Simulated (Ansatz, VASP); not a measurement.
## Two plane-wave programs on TiBeH2

INCAR

```
SYSTEM = TiBeH2
ALGO = Normal ; EDIFF = 1E-6
EDIFFG = -0.04 ; ENCUT = 600
GGA = PE ; IBRION = 2
ISIF = 3 ; ISMEAR = 0
LASPH = .True. ; LCHARG = .False.
LREAL = .False. ; LWAVE = .False.
NELM = 60 ; NSW = 90
PREC = Accurate ; SIGMA = 0.1
```

KPOINTS

```
k-points
0
Gamma
  6 6 4
  0 0 0
```

The input POSCAR:

```
TiBeH2
1.0
    2.7812810600      0.0000000000      0.0000000000
    0.0000000000      2.7812810600      0.0000000000
    0.0000000000      0.0000000000      3.9266639600
Ti Be H
1 1 2
Direct
    0.5000000000      0.5000000000      0.5000000000
    0.0000000000      0.0000000000      0.0000000000
    0.0000000000      0.0000000000      0.5000000000
    0.5000000000      0.5000000000      0.0000000000
```

Input for Ansatz:

```yaml
crystal:
  lattice:
    - [2.78128106, 0.0, 0.0]
    - [0.0, 2.78128106, 0.0]
    - [0.0, 0.0, 3.92666396]
  atoms:
    - { symbol: Ti, position: [0.5, 0.5, 0.5] }
    - { symbol: Be, position: [0.0, 0.0, 0.0] }
    - { symbol: H, position: [0.0, 0.0, 0.5] }
    - { symbol: H, position: [0.5, 0.5, 0.0] }
basis:
  ecutwfc: 420
kpoints:
  mp_grid: { grid: [6, 6, 4] }
hamiltonian:
  xc: pbe
scf:
  occupations: { method: gaussian, width: 0.1 }
  lower_state_search: "off"
output:
  forces: true
  stress: true
  eigenvalues: true
relax:
  adjacent_minimum: "off"
  f_tol: 0.04
  max_steps: 70
  cell: { stress_tol: 0.4 }
```

Change from the starting cell: species swapped into the HfZrC2 type (P4/mmm, No. 123).

Alike in both runs: task relaxation of cell and atoms; functional PBE; k mesh 6 × 6 × 4; occupations gaussian, width 0.1 eV; no spin polarisation.

|  | VASP | Ansatz |
| --- | --- | --- |
| version | VASP 6.6.1 | Ansatz 0.2.0 |
| potentials or method | VASP PAW PBE potentials, release 64 (Ti_sv, Be, H), cutoff 600 eV | scalar-relativistic, plane waves, PAW |
| valence electrons in the cell | 16 | 16 |

Ansatz gave:

```
gap on the k mesh at the Fermi level, each at its own relaxed structure (eV) : none
relaxed volume (Å³/atom)                                                     : 7.30
relaxed cell length with the largest relative difference (Å)                 : 2.798
```

Problem. Which values does VASP return?

Solution. gap on the k mesh at the Fermi level, each at its own relaxed structure (eV): none; relaxed volume (Å³/atom): 7.30; relaxed cell length with the largest relative difference (Å): 2.801.

A gap of «none» marks a metal or a gap that the smearing closes.

The k mesh is coarse, so the values compare programs but aren't converged.
